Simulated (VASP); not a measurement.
**SnTe: single point with PBE**

The system is SnTe.

```
Sn Te
1.0
     0.00000    3.22920    3.22920
     3.22920    0.00000    3.22920
     3.22920    3.22920    0.00000
Sn Te
1 1
Cartesian
  0.0000 0.0000 0.0000
  3.2292 3.2292 3.2292
```

This cell differs from its parent crystal: strain +1.2%.

```json
{
 "Program": "VASP 6.6.1",
 "Task": "single point",
 "Functional": "PBE",
 "Potentials or basis": "VASP PAW PBE potentials, release 64 (Sn_d, Te)",
 "Cutoff": "520 eV",
 "k mesh": "8 × 8 × 8",
 "Occupations": "fermi-dirac, width 0.02 eV",
 "Spin": "no spin polarisation"
}
```

```json
{
 "Pressure": "-0.9 GPa",
 "Band gap on the k mesh": "0.11 eV, direct"
}
```

Levels at points of the mesh, in eV from the valence-band top:
```
           k point  band 7  band 8  band 9  band 10  band 11  band 12  band 13  band 14
(0.00, 0.00, 0.00)   -4.90   -1.89   -1.89    -1.89     3.24     3.24     3.24     4.94
(0.50, 0.00, 0.00)   -7.91   -1.57   -1.57     0.00     0.11     0.53     0.53     7.67
(0.50, 0.50, 0.00)   -6.36   -5.01   -3.34    -3.34     2.51     4.63     4.63     5.91
```

Wall time 17 s on 1 thread of Intel(R) Xeon(R) Platinum 8488C (Sapphire Rapids) (shared host), peak memory 0.21 GiB.

Caveat: the cell differs from its parent crystal (strain +1.2%); spin-orbit coupling is left out, which moves the levels of the heavy elements. A k mesh can miss the band edges.
